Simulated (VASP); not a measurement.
The system is CsCl.

```xyz
2
Lattice="4.1368 0.0000 0.0000 0.0000 4.1368 0.0000 0.0000 0.0000 4.1368" Properties=species:S:1:pos:R:3 pbc="T T T"
Cs    0.0000    0.0000    0.0000
Cl    2.0684    2.0684    2.0684
```

Base run:

| Item | Value |
| --- | --- |
| Program | VASP 6.6.1 |
| Functional | HSE06 |
| Potentials or basis | VASP PAW PBE potentials, release 64 (Cs_sv, Cl) |
| Cutoff | 400 eV |
| k mesh | 4 × 4 × 4 |
| Occupations | gaussian, width 0.01 eV |
| Spin | no spin polarisation |

Its results: band gap on the k mesh 6.53 eV, direct; pressure 0.5 GPa.

Question: The run is repeated on the same cell with these changes: functional from HSE06 to r2SCAN; cutoff from 400 eV to 550 eV; k mesh from 4 × 4 × 4 to 6 × 6 × 6. What comes out?

Answer: Band gap on the k mesh 5.91 eV, direct; pressure 0.1 GPa.

Several settings changed at once, so the effect can't be laid on one alone.

Caveats: the PAW data sets were made with another functional, which shifts forces and pressure a little; spin-orbit coupling is left out, which moves the levels of the heavy elements.

A k mesh can miss the band edges.
